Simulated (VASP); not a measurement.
# MgO (P-6m2) in VASP: a series of runs, part 2 of 2

VASP 6.6.1. The steps go on from the part before.

**3. Single point, PBE**

This run uses another cell than the first one, of 10.02 Å³/atom, 1.020 times its volume.

INCAR reads:

```
PREC = Accurate
ENCUT = 520
EDIFF = 1E-6
ISMEAR = -1
SIGMA = 0.05
LREAL = F
LASPH = T
NELM = 100
ALGO = Normal
ISIF = 2
LWAVE = F
LCHARG = F
GGA = PE
NBANDS = 11
```

KPOINTS reads:

```
Automatic mesh
0
Gamma
  10 10 10
```

POSCAR reads:

```
MgO
1.0
    2.9380209034      0.0000000000      0.0000000000
   -1.4690104517      2.5444007392      0.0000000000
    0.0000000000      0.0000000000      2.6796800000
Mg O
1 1
Direct
    0.0000000000      0.0000000000      0.0000000000
    0.3333333333      0.6666666667      0.5000000000
```

Potentials or basis: VASP PAW PBE potentials, release 64 (Mg, O).

Run with:

```sh
cat potpaw_PBE.64/Mg/POTCAR potpaw_PBE.64/O/POTCAR > POTCAR
mpirun -np 1 vasp_std > vasp.out
```

OUTCAR:

```text
PREC = Accurate
   ENCUT = 520
   EDIFF = 1E-6
   ISMEAR = -1
   LREAL = F
   LASPH = T
   NELM = 100
   ISIF = 2
   GGA = PE

 ion  position               nearest neighbor table
   1  0.000  0.000  0.000-   2 2.16   2 2.16   2 2.16   2 2.16   2 2.16   2 2.16
   2  0.333  0.667  0.500-   1 2.16   1 2.16   1 2.16   1 2.16   1 2.16   1 2.16

  LATTYP: Found a hexagonal cell.
 ALAT       =     2.9380209034
 C/A-ratio  =     0.9120697531

  Lattice vectors:

 A1 = (   2.9380209034,   0.0000000000,   0.0000000000)
 A2 = (  -1.4690104517,   2.5444007392,   0.0000000000)
 A3 = (   0.0000000000,   0.0000000000,   2.6796800000)

Analysis of symmetry for initial positions (statically):
=====================================================================
 Subroutine PRICEL returns:
 Original cell was already a primitive cell.

 Routine SETGRP: Setting up the symmetry group for a
 hexagonal supercell.

 Subroutine GETGRP returns: Found 12 space group operations
 (whereof 12 operations were pure point group operations)
 out of a pool of 24 trial point group operations.

The static configuration has the point symmetry D_3h.

Analysis of symmetry for dynamics (positions and initial velocities):
=====================================================================
 Subroutine PRICEL returns:
 Original cell was already a primitive cell.

 Routine SETGRP: Setting up the symmetry group for a
 hexagonal supercell.

 Subroutine GETGRP returns: Found 12 space group operations
 (whereof 12 operations were pure point group operations)
 out of a pool of 24 trial point group operations.

The dynamic configuration has the point symmetry D_3h.

 Subroutine INISYM returns: Found 12 space group operations
 (whereof 12 operations are pure point group operations),
 and found     1 'primitive' translations

[... 115 lines left out ...]
  volume/ion in A,a.u.               =      10.02        67.59
  Fermi-wavevector in a.u.,A,eV,Ry     =   1.205583  2.278221 19.775115  1.453430
  Thomas-Fermi vector in A             =   2.341275
   LORBIT       =      0    0 simple, 1 ext, 2 COOP (PROOUT), +10 PAW based schemes
   GGA     = PE    functional components
   LHFCALC =     F    Hartree Fock is set to
   AEXX    =    0.0000 exact exchange contribution
   IVDW    =     0    specifies the selected vdW correction
   LEPSILON=     F    determine dielectric tensor
   LRPA    =     F    only Hartree local field effects (RPA)
 non-spin polarized calculation
  energy-cutoff  :      520.00
  volume of cell :       20.03
 maximum number of plane-waves:       562
 NGX is ok and might be reduce to    24
   NGX = 11   NGY = 11   NGZ =  9

 number of electron       7.9999996 magnetization

 Free energy of the ion-electron system (eV)
  ---------------------------------------------------
  ext. energy  EPLUGINS =         0.00000000
  ---------------------------------------------------
  free energy    TOTEN  =       -11.23043042 eV

  energy without entropy =      -11.23043042  energy(sigma->0) =      -11.23043042

 E-fermi :   4.3411     XC(G=0): -10.7337

 val. band max:        3.2972845443   @ k =   0.3000   0.3000   0.0000
 cond. band min:       6.3026129149   @ k =   0.0000   0.0000   0.0000
 fundamental gap:      3.0053283707
 Fermi energy:         4.3410796750

 k-point     1 :       0.0000    0.0000    0.0000
  band No.  band energies     occupation
      1     -14.1288      2.00000
      2       2.7017      2.00000
      3       2.7017      2.00000
      4       2.9026      2.00000
      5       6.3026      0.00000
      6      15.1725      0.00000
      7      18.8681      0.00000
      8      18.8681      0.00000
      9      23.1313      0.00000
     10      24.1782      0.00000
     11      25.7969      0.00000
[... 309 lines left out ...]
 k-point    24 :       0.4000    0.1000    0.1000
  band No.  band energies     occupation
      1     -13.0348      2.00000
      2      -1.2708      2.00000
      3       1.6811      2.00000
      4       2.8142      2.00000
      5      10.4031      0.00000
      6      13.7348      0.00000
      7      16.7494      0.00000
      8      20.5525      0.00000
      9      21.2113      0.00000
     10      25.8316      0.00000
     11      27.1093      0.00000

 [... further k-points ...]
[... 5 lines left out ...]
  --------------------------------------------------------------------------------------
  -------------------------------------------------------------------------------------
  Total       -0.0793476     -0.0793476     -0.0879423      0.0000000      0.0000000      0.0000000
  in kB       -6.3463089     -6.3463089     -7.0337215      0.0000000      0.0000000      0.0000000
  external PRESSURE =      -6.5754464 kB  Pullay stress =       0.0000000 kB

 VOLUME and BASIS-vectors are now :
 -----------------------------------------------------------------------------
  energy-cutoff  :      520.00
  volume of cell :       20.03
      direct lattice vectors                 reciprocal lattice vectors
     2.938020903  0.000000000  0.000000000     0.340365175  0.196509926  0.000000000
    -1.469010452  2.544400739  0.000000000     0.000000000  0.393019851  0.000000000
     0.000000000  0.000000000  2.679680000     0.000000000  0.000000000  0.373178887

 POSITION                                       TOTAL-FORCE (eV/Angst)
 -----------------------------------------------------------------------------------
      0.00000      0.00000      0.00000        -0.000000      0.000000      0.000000
     -0.00000      1.69627      1.33984         0.000000      0.000000      0.000000
 -----------------------------------------------------------------------------------
    total drift:                                0.000000     -0.000000     -0.000000

  FREE ENERGIE OF THE ION-ELECTRON SYSTEM (eV)
  ---------------------------------------------------
  free  energy   TOTEN  =       -11.2304304183 eV

  energy  without entropy=      -11.2304304182  energy(sigma->0) =      -11.23043042
```

OSZICAR:

```text
N       E                     dE             d eps       ncg     rms          rms(c)
DAV:   1     0.141117460334E+02    0.14112E+02   -0.46171E+03  2128   0.641E+02
DAV:   2    -0.123741848013E+02   -0.26486E+02   -0.26016E+02  2135   0.133E+02
DAV:   3    -0.129836483077E+02   -0.60946E+00   -0.60908E+00  2204   0.178E+01
DAV:   4    -0.129851902445E+02   -0.15419E-02   -0.15419E-02  2025   0.104E+00
DAV:   5    -0.129851957399E+02   -0.54954E-05   -0.54954E-05  2193   0.604E-02    0.737E+00
DAV:   6    -0.112811312020E+02    0.17041E+01   -0.99178E+00  1875   0.168E+01    0.241E+00
DAV:   7    -0.112481864185E+02    0.32945E-01   -0.78159E-02  2025   0.238E+00    0.139E+00
DAV:   8    -0.112308192151E+02    0.17367E-01   -0.37578E-02  1908   0.207E+00    0.265E-01
DAV:   9    -0.112305185783E+02    0.30064E-03   -0.27401E-04  2217   0.121E-01    0.194E-01
DAV:  10    -0.112304301241E+02    0.88454E-04   -0.71718E-04  1928   0.209E-01    0.132E-02
DAV:  11    -0.112304296125E+02    0.51161E-06   -0.14229E-05  2129   0.248E-02    0.639E-03
DAV:  12    -0.112304304183E+02   -0.80579E-06   -0.11916E-06  1967   0.857E-03
   1 F= -.11230430E+02 E0= -.11230430E+02  d E =-.534108E-10
```

stdout:

```text
POSCAR found type information on POSCAR MgO
 POSCAR found :  2 types and       2 ions
 scaLAPACK will be used
 LDA part: xc-table for (Slater+PW92), standard interpolation
 POSCAR, INCAR and KPOINTS ok, starting setup
 FFT: planning ... GRIDC
 FFT: planning ... GRID_SOFT
 FFT: planning ... GRID
 WAVECAR not read
 entering main loop
```

Wall time 20 s (1 thread of Intel Xeon 8259CL, shared host); peak memory 0.15 GiB.

Results:

```
Free energy            : -11.2304 eV
Pressure               : -0.7 GPa
Band gap on the k mesh : 3.01 eV, indirect (least direct gap 3.40 eV)
```

A k mesh can miss the band edges.

**4. Single point, PBE**

This run uses another cell than the first one, of 10.22 Å³/atom, 1.041 times its volume.

INCAR reads:

```
ALGO = Normal
EDIFF = 1E-7
ENCUT = 520
GGA = PE
ISIF = 2
ISMEAR = -1
LASPH = True
LCHARG = False
LREAL = False
LWAVE = False
NBANDS = 11
NELM = 100
PREC = Accurate
SIGMA = 0.05
```

KPOINTS reads:

```
k-points
0
Gamma
  10 10 10
```

POSCAR reads:

```
MgO
1.0
    2.9574785625      0.0000000000      0.0000000000
   -1.4787392813      2.5612515663      0.0000000000
    0.0000000000      0.0000000000      2.6974267424
Mg O
1 1
Direct
    0.0000000000      0.0000000000      0.0000000000
    0.3333333333      0.6666666667      0.5000000000
```

Potentials or basis: VASP PAW PBE potentials, release 64 (Mg, O).

Run with:

```sh
cat potpaw_PBE.64/Mg/POTCAR potpaw_PBE.64/O/POTCAR > POTCAR
mpirun -np 1 vasp_std > vasp.out
```

OUTCAR:

```text
EDIFF = 1E-7
   ENCUT = 520
   GGA = PE
   ISIF = 2
   ISMEAR = -1
   LASPH = True
   LREAL = False
   NELM = 100
   PREC = Accurate

 ion  position               nearest neighbor table
   1  0.000  0.000  0.000-   2 2.18   2 2.18   2 2.18   2 2.18   2 2.18   2 2.18
   2  0.333  0.667  0.500-   1 2.18   1 2.18   1 2.18   1 2.18   1 2.18   1 2.18

  LATTYP: Found a hexagonal cell.
 ALAT       =     2.9574785625
 C/A-ratio  =     0.9120697531

  Lattice vectors:

 A1 = (   2.9574785625,   0.0000000000,   0.0000000000)
 A2 = (  -1.4787392813,   2.5612515663,   0.0000000000)
 A3 = (   0.0000000000,   0.0000000000,   2.6974267424)

Analysis of symmetry for initial positions (statically):
=====================================================================
 Subroutine PRICEL returns:
 Original cell was already a primitive cell.

 Routine SETGRP: Setting up the symmetry group for a
 hexagonal supercell.

 Subroutine GETGRP returns: Found 12 space group operations
 (whereof 12 operations were pure point group operations)
 out of a pool of 24 trial point group operations.

The static configuration has the point symmetry D_3h.

Analysis of symmetry for dynamics (positions and initial velocities):
=====================================================================
 Subroutine PRICEL returns:
 Original cell was already a primitive cell.

 Routine SETGRP: Setting up the symmetry group for a
 hexagonal supercell.

 Subroutine GETGRP returns: Found 12 space group operations
 (whereof 12 operations were pure point group operations)
 out of a pool of 24 trial point group operations.

The dynamic configuration has the point symmetry D_3h.

 Subroutine INISYM returns: Found 12 space group operations
 (whereof 12 operations are pure point group operations),
 and found     1 'primitive' translations

----------------------------------------------------------------------------------------
[... 114 lines left out ...]
  volume/ion in A,a.u.               =      10.22        68.94
  Fermi-wavevector in a.u.,A,eV,Ry     =   1.197651  2.263232 19.515764  1.434368
  Thomas-Fermi vector in A             =   2.333560
   LORBIT       =      0    0 simple, 1 ext, 2 COOP (PROOUT), +10 PAW based schemes
   GGA     = PE    functional components
   LHFCALC =     F    Hartree Fock is set to
   AEXX    =    0.0000 exact exchange contribution
   IVDW    =     0    specifies the selected vdW correction
   LEPSILON=     F    determine dielectric tensor
   LRPA    =     F    only Hartree local field effects (RPA)
 non-spin polarized calculation
  energy-cutoff  :      520.00
  volume of cell :       20.43
 maximum number of plane-waves:       575
 NGX is ok and might be reduce to    24
   NGX = 11   NGY = 11   NGZ = 11

 number of electron       7.9999998 magnetization

 Free energy of the ion-electron system (eV)
  ---------------------------------------------------
  ext. energy  EPLUGINS =         0.00000000
  ---------------------------------------------------
  free energy    TOTEN  =       -11.22590621 eV

  energy without entropy =      -11.22590621  energy(sigma->0) =      -11.22590621

 E-fermi :   4.2648     XC(G=0): -10.6438

 val. band max:        3.1491047380   @ k =   0.3000   0.3000   0.0000
 cond. band min:       6.0081392621   @ k =   0.0000   0.0000   0.0000
 fundamental gap:      2.8590345241
 Fermi energy:         4.2648332920

 k-point     1 :       0.0000    0.0000    0.0000
  band No.  band energies     occupation
      1     -14.1754      2.00000
      2       2.5681      2.00000
      3       2.5681      2.00000
      4       2.7588      2.00000
      5       6.0081      0.00000
      6      14.9564      0.00000
      7      18.5532      0.00000
      8      18.5532      0.00000
      9      22.7624      0.00000
     10      23.7179      0.00000
     11      25.3494      0.00000
[... 309 lines left out ...]
 k-point    24 :       0.4000    0.1000    0.1000
  band No.  band energies     occupation
      1     -13.1235      2.00000
      2      -1.3328      2.00000
      3       1.5663      2.00000
      4       2.6746      2.00000
      5      10.1555      0.00000
      6      13.3711      0.00000
      7      16.4339      0.00000
      8      20.1775      0.00000
      9      20.8487      0.00000
     10      25.4214      0.00000
     11      26.6782      0.00000

 [... further k-points ...]
[... 5 lines left out ...]
  --------------------------------------------------------------------------------------
  -------------------------------------------------------------------------------------
  Total       -0.3875594     -0.3875594     -0.4790124      0.0000000     -0.0000000     -0.0000000
  in kB      -30.3896225    -30.3896225    -37.5607174      0.0000000     -0.0000000     -0.0000000
  external PRESSURE =     -32.7799874 kB  Pullay stress =       0.0000000 kB

 VOLUME and BASIS-vectors are now :
 -----------------------------------------------------------------------------
  energy-cutoff  :      520.00
  volume of cell :       20.43
      direct lattice vectors                 reciprocal lattice vectors
     2.957478562  0.000000000  0.000000000     0.338125866  0.195217060  0.000000000
    -1.478739281  2.561251566  0.000000000     0.000000000  0.390434119  0.000000000
     0.000000000  0.000000000  2.697426742     0.000000000  0.000000000  0.370723692

 POSITION                                       TOTAL-FORCE (eV/Angst)
 -----------------------------------------------------------------------------------
      0.00000      0.00000      0.00000         0.000000      0.000000      0.000000
     -0.00000      1.70750      1.34871        -0.000000     -0.000000      0.000000
 -----------------------------------------------------------------------------------
    total drift:                                0.000000     -0.000000     -0.000000

  FREE ENERGIE OF THE ION-ELECTRON SYSTEM (eV)
  ---------------------------------------------------
  free  energy   TOTEN  =       -11.2259062138 eV

  energy  without entropy=      -11.2259062138  energy(sigma->0) =      -11.22590621
```

OSZICAR:

```text
N       E                     dE             d eps       ncg     rms          rms(c)
DAV:   1     0.141523966110E+02    0.14152E+02   -0.44636E+03  2096   0.636E+02
DAV:   2    -0.123507721314E+02   -0.26503E+02   -0.25872E+02  2142   0.133E+02
DAV:   3    -0.129777787167E+02   -0.62701E+00   -0.62661E+00  2219   0.178E+01
DAV:   4    -0.129794406927E+02   -0.16620E-02   -0.16619E-02  2013   0.106E+00
DAV:   5    -0.129794466849E+02   -0.59921E-05   -0.59922E-05  2205   0.618E-02    0.736E+00
DAV:   6    -0.112792559544E+02    0.17002E+01   -0.10110E+01  1875   0.168E+01    0.245E+00
DAV:   7    -0.112442415361E+02    0.35014E-01   -0.86440E-02  2007   0.245E+00    0.139E+00
DAV:   8    -0.112263281170E+02    0.17913E-01   -0.39694E-02  1905   0.211E+00    0.273E-01
DAV:   9    -0.112260148952E+02    0.31322E-03   -0.27287E-04  2214   0.122E-01    0.201E-01
DAV:  10    -0.112259064710E+02    0.10842E-03   -0.74682E-04  1919   0.215E-01    0.142E-02
DAV:  11    -0.112259052885E+02    0.11825E-05   -0.15433E-05  2132   0.251E-02    0.675E-03
DAV:  12    -0.112259061216E+02   -0.83307E-06   -0.13877E-06  1985   0.900E-03    0.425E-04
DAV:  13    -0.112259062138E+02   -0.92201E-07   -0.25106E-08  1284   0.126E-03
   1 F= -.11225906E+02 E0= -.11225906E+02  d E =-.136588E-10
```

stdout:

```text
POSCAR found type information on POSCAR MgO
 POSCAR found :  2 types and       2 ions
 scaLAPACK will be used
 LDA part: xc-table for (Slater+PW92), standard interpolation
 POSCAR, INCAR and KPOINTS ok, starting setup
 FFT: planning ... GRIDC
 FFT: planning ... GRID_SOFT
 FFT: planning ... GRID
 WAVECAR not read
 entering main loop
```

Run time: 23 s. Hardware: 1 thread of Intel Xeon 8259CL, shared host; peak memory 0.15 GiB.

What came out:

- Free energy: -11.2259 eV
- Pressure: -3.3 GPa
- Band gap on the k mesh: 2.86 eV, indirect (least direct gap 3.25 eV)

**5. The runs side by side**

| cell | gap on the mesh (eV) | pressure (GPa) |
| --- | --- | --- |
| a = 2.918, b = 2.918, c = 2.662 Å, angles 90.0, 90.0, 120.0°, 2 atoms | 3.16 | 2.2 |
| a = 2.938, b = 2.938, c = 2.680 Å, angles 90.0, 90.0, 120.0°, 2 atoms | 3.01 | -0.7 |
| a = 2.957, b = 2.957, c = 2.697 Å, angles 90.0, 90.0, 120.0°, 2 atoms | 2.86 | -3.3 |

Alike in all rows: task single point; level PBE; potentials or basis VASP PAW PBE potentials, release 64 (Mg, O); no spin polarisation; k mesh 10 × 10 × 10; cutoff (eV) 520; smearing fermi-dirac 0.05 eV.

Absolute energies hang on the potentials; compare differences alone.
